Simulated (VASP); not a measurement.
A run of VASP 6.6.1 is set up as follows.

File INCAR:

```
ALGO = Normal
EDIFF = 1E-6
ENCUT = 520
GGA = PE
ISIF = 2
ISMEAR = 0
ISPIN = 2
LASPH = T
LCHARG = F
LDAU = T
LDAUJ = 0 0
LDAUL = 2 -1
LDAUPRINT = 1
LDAUTYPE = 2
LDAUU = 4.4 0
LMAXMIX = 4
LORBIT = 11
LREAL = F
LWAVE = F
MAGMOM = 3.66 -0.24 -0.24 -0.24
NBANDS = 30
NELM = 150
PREC = Accurate
SIGMA = 0.05
```

KPOINTS

```
k-points
0
Gamma
  6 6 6
```

Contents of POSCAR:

```
MoI3
1.0
    6.0027996784      0.0000000000      0.0000000000
    0.0000000000      6.0027996784      0.0000000000
    0.0000000000      0.0000000000      6.0027996784
Mo I
1 3
Direct
    0.0000000000      0.0000000000      0.0000000000
    0.5000000000      0.0000000000      0.0000000000
    0.0000000000      0.0000000000      0.5000000000
    0.0000000000      0.5000000000      0.0000000000
```

Potentials or basis: VASP PAW PBE potentials, release 64 (Mo_sv, I).

Command:

```sh
$ cat potpaw_PBE.64/Mo_sv/POTCAR potpaw_PBE.64/I/POTCAR > POTCAR
$ mpirun -np 1 vasp_std > vasp.out
```

Estimate the net moment.

3.24 μB per cell.

Predict the site moments.

Mo +3.18; I -0.07 μB.

What does it give for the pressure?

-2.1 GPa.

Eigenvalues of the final occupation matrices:
```csv
site,spin,trace,eigenvalues
site 1 d,1,3.44,0.40 0.40 0.88 0.88 0.88
site 1 d,2,0.30,0.03 0.03 0.03 0.10 0.10
```

Caveat: spin-orbit coupling is left out, which moves the levels of the heavy elements.
